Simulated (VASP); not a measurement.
Input of a VASP 6.6.1 run:

Contents of INCAR:

```
ALGO     = Fast           # electronic algorithm
EDIFF    = 1E-7           # SCF threshold, eV
ENCUT    = 520            # plane-wave cutoff, eV
GGA      = PS             # functional
ISIF     = 2              # what is computed and relaxed
ISMEAR   = 0              # smearing method
LASPH    = T              # aspherical terms in the spheres
LCHARG   = F              # write CHGCAR
LREAL    = F              # projectors in reciprocal space
LWAVE    = F              # write WAVECAR
NBANDS   = 10             # bands
NELM     = 100            # most SCF steps
PREC     = Accurate       # precision mode
SIGMA    = 0.1            # smearing width, eV
```

File KPOINTS:

```
k-points
0
Gamma
  48 48 48
```

Contents of POSCAR:

```
Ir
1.0
    0.0000000000      1.8172712136      1.8172712136
    1.8172712136      0.0000000000      1.8172712136
    1.8172712136      1.8172712136      0.0000000000
Ir
1
Direct
    0.0000000000      0.0000000000      0.0000000000
```

Potentials or basis: VASP PAW PBE potentials, release 64 (Ir).

The run is started by

```sh
$ cat potpaw_PBE.64/Ir/POTCAR > POTCAR
$ mpirun -np 1 vasp_std > vasp.out
```

**Question.** Predict the pressure.

**Answer.** 93.1 GPa.

Caveat: the PAW data sets were made with another functional, which shifts forces and pressure a little.
